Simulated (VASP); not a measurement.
# TiAl3 (Amm2) in VASP: notebook, part 2 of 2

VASP 6.6.1. The steps go on from the part before.

### Step 3. Single point, PBEsol (atoms displaced along several vibrational modes)

The input, INCAR:

```
  ALGO = Fast
  EDIFF = 1E-6
  ENCUT = 520
  GGA = PS
  ISIF = 2
  ISMEAR = 0
  LASPH = T
  LCHARG = F
  LREAL = F
  LWAVE = F
  NBANDS = 31
  NELM = 80
  PREC = Accurate
  SIGMA = 0.15
```

The input, KPOINTS:

```
k-points
0
Gamma
  10 8 8
```

The input, POSCAR:

```
TiAl3
1.0
   -3.9479576782      0.0000000000      0.0000000000
    0.0000000000      3.9479576782      3.9479576782
    0.0000000000      3.9479576782     -3.9479576782
Ti Al
2 6
Direct
    0.0000000000     -0.0033941600     -0.0033941600
    0.0000000000      0.5033941600      0.5033941600
    0.5000000000      0.7360940759      0.7639059241
    0.5000000000      0.2639059241      0.2360940759
    0.5000000000      0.7360940759      0.2360940759
    0.5000000000      0.2639059241      0.7639059241
    1.0000000000      0.4977004941      0.0022995059
    1.0000000000      0.0022995059      0.4977004941
```

Potentials or basis: VASP PAW PBE potentials, release 64 (Ti_sv, Al).

On the command line:

```
$ cat potpaw_PBE.64/Ti_sv/POTCAR potpaw_PBE.64/Al/POTCAR > POTCAR
$ mpirun -np 1 vasp_std > vasp.out
```

OUTCAR:

```text
EDIFF = 1E-6
   ENCUT = 520
   GGA = PS
   ISIF = 2
   ISMEAR = 0
   LASPH = T
   LREAL = F
   NELM = 80
   PREC = Accurate

 ion  position               nearest neighbor table
   1  0.000  0.997  0.997-   3 2.77   3 2.77   8 2.79   7 2.79   5 2.79   5 2.79   6 2.79   6 2.79
                             7 2.80   8 2.80   4 2.81   4 2.81
   2  0.000  0.503  0.503-   3 2.77   3 2.77   8 2.79   7 2.79   6 2.79   6 2.79   5 2.79   5 2.79
                             8 2.80   7 2.80   4 2.81   4 2.81
   3  0.500  0.736  0.764-   5 2.64   6 2.64   7 2.73   7 2.73   1 2.77   1 2.77   2 2.77   2 2.77
                             8 2.88   8 2.88   6 2.95   5 2.95
   4  0.500  0.264  0.236-   5 2.64   6 2.64   7 2.70   7 2.70   1 2.81   1 2.81   2 2.81   2 2.81
                             8 2.86   8 2.86   6 2.95   5 2.95
   5  0.500  0.736  0.236-   3 2.64   4 2.64   7 2.72   7 2.72   1 2.79   1 2.79   2 2.79   2 2.79
                             8 2.87   8 2.87   4 2.95   3 2.95
   6  0.500  0.264  0.764-   3 2.64   4 2.64   7 2.72   7 2.72   2 2.79   2 2.79   1 2.79   1 2.79
                             8 2.87   8 2.87   4 2.95   3 2.95
   7  0.000  0.498  0.002-   4 2.70   4 2.70   6 2.72   5 2.72   5 2.72   6 2.72   3 2.73   3 2.73
                             1 2.79   2 2.79   2 2.80   1 2.80
   8  0.000  0.002  0.498-   1 2.79   2 2.79   2 2.80   1 2.80   4 2.86   4 2.86   5 2.87   6 2.87
                             5 2.87   6 2.87   3 2.88   3 2.88

  LATTYP: Found a simple tetragonal cell.
 ALAT       =     5.5832552922
 C/A-ratio  =     0.7071067812

  Lattice vectors:

 A1 = (   0.0000000000,   3.9479576782,   3.9479576782)
 A2 = (   0.0000000000,   3.9479576782,  -3.9479576782)
 A3 = (  -3.9479576782,   0.0000000000,   0.0000000000)

Analysis of symmetry for initial positions (statically):
=====================================================================
 Subroutine PRICEL returns:
 Original cell was already a primitive cell.

 Routine SETGRP: Setting up the symmetry group for a
 simple tetragonal supercell.

 Subroutine GETGRP returns: Found  4 space group operations
 (whereof  2 operations were pure point group operations)
 out of a pool of 16 trial point group operations.

[... 158 lines left out ...]
   LRPA    =     F    only Hartree local field effects (RPA)
 non-spin polarized calculation
 RMM-DIIS sequential band-by-band and
 Gauss-broadening in eV      SIGMA  =   0.15
  energy-cutoff  :      520.00
  volume of cell :      123.07
 maximum number of plane-waves:      3348
 NGX is ok and might be reduce to    30
   NGX = 15   NGY = 21   NGZ = 21

 number of electron      41.9999997 magnetization

 Free energy of the ion-electron system (eV)
  ---------------------------------------------------
  ext. energy  EPLUGINS =         0.00000000
  ---------------------------------------------------
  free energy    TOTEN  =       -44.04538889 eV

  energy without entropy =      -43.99400550  energy(sigma->0) =      -44.01969719

 E-fermi :   9.0771     XC(G=0): -10.9333

 val. band max:        9.0758726313   @ k =   0.3000   0.5000   0.2500
 cond. band min:       9.0779536721   @ k =   0.2000  -0.1250   0.2500
 fundamental gap:      0.0020810408
 Fermi energy:         9.0770583552

 k-point     1 :       0.0000    0.0000    0.0000
  band No.  band energies     occupation
      1     -47.6117      2.00000
      2     -47.6100      2.00000
      3     -24.0366      2.00000
      4     -24.0361      2.00000
      5     -24.0240      2.00000
      6     -24.0210      2.00000
[... 805 lines left out ...]
     30      12.0439      0.00000
     31      12.5885      0.00000

 [... further k-points ...]

------------------------ aborting loop because EDIFF is reached ----------------------------------------

  FORCE on cell =-STRESS in cart. coord.  units (eV):
  Direction    XX          YY          ZZ          XY          YZ          ZX
  --------------------------------------------------------------------------------------
  -------------------------------------------------------------------------------------
  Total        0.4295130      1.0655678      1.0168940      0.0000000      0.0000000      0.0000000
  in kB        5.5916428     13.8721636     13.2385010      0.0000000      0.0000000      0.0000000
  external PRESSURE =      10.9007691 kB  Pullay stress =       0.0000000 kB

 VOLUME and BASIS-vectors are now :
 -----------------------------------------------------------------------------
  energy-cutoff  :      520.00
  volume of cell :      123.07
      direct lattice vectors                 reciprocal lattice vectors
    -3.947957678  0.000000000  0.000000000    -0.253295522  0.000000000  0.000000000
     0.000000000  3.947957678  3.947957678     0.000000000  0.126647761  0.126647761
     0.000000000  3.947957678 -3.947957678     0.000000000  0.126647761 -0.126647761

 POSITION                                       TOTAL-FORCE (eV/Angst)
 -----------------------------------------------------------------------------------
      0.00000      7.86912      0.00000         0.000000      0.143605      0.010803
      0.00000      3.97476      0.00000         0.000000     -0.143605      0.010803
     -1.97398      5.92194     -0.10980         0.000000      0.000000      0.986586
     -1.97398      1.97398      0.10980         0.000000      0.000000     -1.016504
     -1.97398      3.83816      1.97398         0.000000      1.001243     -0.005047
     -1.97398      4.05776     -1.97398         0.000000     -1.001243     -0.005047
      0.00000      1.97398      1.95582         0.000000      0.000000      0.064098
      0.00000      1.97398     -1.95582         0.000000      0.000000     -0.045692
 -----------------------------------------------------------------------------------
    total drift:                               -0.000000     -0.000000     -0.000052

  FREE ENERGIE OF THE ION-ELECTRON SYSTEM (eV)
  ---------------------------------------------------
  free  energy   TOTEN  =       -44.0453888902 eV

  energy  without entropy=      -43.9940054974  energy(sigma->0) =      -44.01969719
```

OSZICAR:

```text
N       E                     dE             d eps       ncg     rms          rms(c)
DAV:   1     0.336199126736E+03    0.33620E+03   -0.18365E+04  7812   0.131E+03
DAV:   2    -0.119075282504E+02   -0.34811E+03   -0.33769E+03  7925   0.369E+02
DAV:   3    -0.457304049844E+02   -0.33823E+02   -0.32919E+02 12965   0.101E+02
DAV:   4    -0.483057211462E+02   -0.25753E+01   -0.25424E+01 11423   0.229E+01
[... 26 lines left out ...]
RMM:  31    -0.440453936665E+02   -0.38190E-05   -0.24595E-05 10489   0.239E-02    0.524E-02
RMM:  32    -0.440453924194E+02    0.12471E-05   -0.77853E-06  8354   0.125E-02    0.438E-02
RMM:  33    -0.440453902957E+02    0.21237E-05   -0.14896E-05  9580   0.203E-02    0.253E-02
RMM:  34    -0.440453892055E+02    0.10902E-05   -0.25646E-06  8402   0.129E-02    0.170E-02
RMM:  35    -0.440453888902E+02    0.31527E-06   -0.25468E-06  6879   0.105E-02
   1 F= -.44045389E+02 E0= -.44019697E+02  d E =-.513834E-01
```

It took 43 min on 1 thread of Intel Xeon 8259CL, shared host; peak memory 0.5 GiB.

Results:

* Free energy: -44.0454 eV
* Pressure: 1.1 GPa
* Largest force: 1.017 eV/Å
* Band gap on the k mesh: zero (bands 21 and 22 overlap by 0.78 eV)

Forces on the atoms (eV/Å):
```
Ti   0.000  0.144  0.011
Ti   0.000 -0.144  0.011
Al   0.000  0.000  0.987
Al   0.000  0.000 -1.017
Al   0.000  1.001 -0.005
Al   0.000 -1.001 -0.005
Al   0.000  0.000  0.064
Al   0.000  0.000 -0.046
```

Stress tensor (GPa, compression positive):
```
0.56 0.00 0.00
0.00 1.39 0.00
0.00 0.00 1.32
```

Caveat: the cell differs from its parent crystal (atoms displaced along several vibrational modes); the PAW data sets were made with another functional, which shifts forces and pressure a little.
